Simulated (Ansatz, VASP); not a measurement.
## Ta2N in VASP and in Ansatz

```
Ta N
1.0
     3.07862    0.00000    0.00000
    -1.53931    2.66616    0.00000
     0.00000    0.00000    4.82326
Ta N
2 1
Direct
  0.70417 0.40835 0.74626
  0.29583 0.59165 0.25374
  0.00000 0.00000 0.00000
```

Change from the starting cell: mode 4 (105.5 1/cm) frozen in, largest displacement -0.200 Å.

Alike in both runs: task single point; functional PBEsol; k mesh 18 × 18 × 10; occupations gaussian, width 0.15 eV; no spin polarisation.

```csv
,VASP,Ansatz
version,VASP 6.6.1,Ansatz 0.2.0
potentials or method,"VASP PAW PBE potentials, release 64 (Ta_pv, N), cutoff 520 eV","scalar-relativistic, plane waves, PAW"
valence electrons in the cell,27,31
```

|  | VASP | Ansatz | Ansatz less VASP |
| --- | --- | --- | --- |
| gap on the k mesh at the Fermi level (eV) | none | none | - |
| pressure (GPa) | 7.0 | 6.4 | -0.69 |
| traceless stress, the component that is largest in VASP (GPa) | 14.36 | 14.13 | -0.229 |
| rms of the force components (eV/Å) | 0.950 | 0.925 | -0.0249 |

VASP's potentials were made for PBE, not for PBEsol. Atom by atom the forces differ by 0.035 eV/Å (rms over components). A gap of «none» marks a metal or a gap that the smearing closes. VASP's potentials hold 27 valence electrons a cell and Ansatz's 31, so a difference there can come from the potentials and not from the codes.

Neither program's run includes spin-orbit coupling.
